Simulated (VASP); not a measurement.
A run of VASP 6.6.1 is set up as follows.

The input INCAR:

```
ALGO = Normal
EDIFF = 1E-7
ENCUT = 520
GGA = PE
ISIF = 2
ISMEAR = -1
LASPH = True
LCHARG = False
LREAL = Auto
LWAVE = False
NBANDS = 69
NELM = 60
PREC = Accurate
SIGMA = 0.02
```

KPOINTS

```
k-points
0
Gamma
  1 1 1
```

POSCAR

```
H12C3N4
1.0
    8.4004530000      0.0000000000      0.0000000000
    0.0000000000      8.4004530000      0.0000000000
    0.0000000000      0.0000000000      8.4004530000
C N H
6 8 24
Direct
    0.8870950174      0.3920145735      0.0453785052
    0.7852076549      0.3952524941      0.1915849062
    0.4792955808      0.7357579407      0.0843049774
    0.3322439873      0.6517981828      0.1305881957
    0.9090819269      0.7059500244      0.5623506256
    1.0653354051      0.6487269198      0.6168238784
    0.7251632739      0.4117158920      0.3127093265
    0.2214285349      0.5943012835      0.1892040822
    1.1915190764      0.6006937959      0.6400964329
    0.3816817974      0.9512939362      0.6984385247
    0.1997749407      0.1834067758      0.3040550313
   -0.0109279821      0.9205932109      0.1684552012
    0.5894801149      0.4299172914      0.7394482179
    0.0681748949      0.1963346500      0.6912246280
    1.0087551231      0.4455235926      0.0539970880
    0.9189147300      0.2747351839      0.0086781034
    0.8224913585      0.4480591701     -0.0490687824
    0.5178292171      0.8062541389      0.1912992073
    0.5751237463      0.6714756930      0.0171776451
    0.4408333693      0.8311099413      0.0081186098
    0.8216461660      0.6782848496      0.6588097094
    0.9042488542      0.8438949661      0.5301618853
    0.8693459746      0.6469293977      0.4462021274
    0.4475115806      1.0466697451      0.7351270223
    0.2909485953      0.9516510598      0.7728987949
    0.4526898728      0.8561204973      0.7385673130
    0.2896748544      0.2670094101      0.2679974520
    0.1344808429      0.2378562204      0.3899551608
    0.2732709772      0.1061252292      0.3767296835
    0.0634370551      1.0144571965      0.1997392283
    0.0508305921      0.8352168627      0.1091012592
   -0.0961852891      0.9633885220      0.0878285969
    0.7026763914      0.4031568298      0.6929626295
    0.5229360845      0.3516953193      0.8056827412
    0.5132223227      0.4531184211      0.6488221528
    0.0532233202      0.1276002616      0.5890991831
    0.0083685963      0.3045550044      0.6654045919
    0.1891326575      0.2272020330      0.6898556542
```

Potentials or basis: VASP PAW PBE potentials, release 64 (C, N, H).

The run is started by

```console
$ cat potpaw_PBE.64/C/POTCAR potpaw_PBE.64/N/POTCAR potpaw_PBE.64/H/POTCAR > POTCAR
$ mpirun -np 1 vasp_gam > vasp.out
```

Problem. Predict the largest force.

Solution. 4.358 eV/Å.

Problem. What does it give for the band gap on the k mesh?

Solution. 3.41 eV.

Stress tensor (GPa, compression positive):
```
-1.74 -0.15 -0.09
-0.15 -0.71  0.20
-0.09  0.20 -0.51
```

Caveat: the k points lie up to 0.75 Å⁻¹ apart.
